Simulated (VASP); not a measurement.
Runs of VASP 6.6.1 on Sr. The structure is that of space group Pm-3m (No. 221), or close to it. The cells are those of the table. 

```csv
task,cell,k mesh,cutoff (eV),gap on the mesh (eV),pressure (GPa)
relaxation of cell and atoms,"relaxed from a = 3.933 Å, 1 atom",8 × 8 × 8,500,none,0.0
single point,"a = 4.069 Å, 1 atom",9 × 9 × 9,520,none,-0.3
single point,"a = 4.019 Å, 1 atom",9 × 9 × 9,500,none,-0.2
single point,"a = 4.119 Å, 1 atom",9 × 9 × 9,500,none,(a)
single point,"a = 3.858 Å, 1 atom",9 × 9 × 9,500,none,(b)
single point,"a = 3.913 Å, 1 atom",9 × 9 × 9,500,none,0.2
single point,"a = 3.966 Å, 1 atom",13 × 13 × 13,520,none,0.0
single point,"a = 3.966 Å, 1 atom",9 × 9 × 9,500,none,0.0
single point,"a = 3.801 Å, 1 atom",9 × 9 × 9,500,none,0.7
single point,"a = 3.966 Å, 1 atom",8 × 8 × 8,500,none,0.0
```

Alike in all rows: level BLYP; potentials or basis VASP PAW PBE potentials, release 64 (Sr_sv); no spin polarisation; smearing fermi-dirac 0.1 eV.

Q: Fill in the values left out.

A: (a) -0.4; (b) 0.4.

Caveats: the PAW data sets were made with another functional, which shifts forces and pressure a little.

A k mesh can miss the band edges, and the runs leave out spin-orbit coupling on Sr.

A gap of «none» marks levels without a gap at the run's occupations.
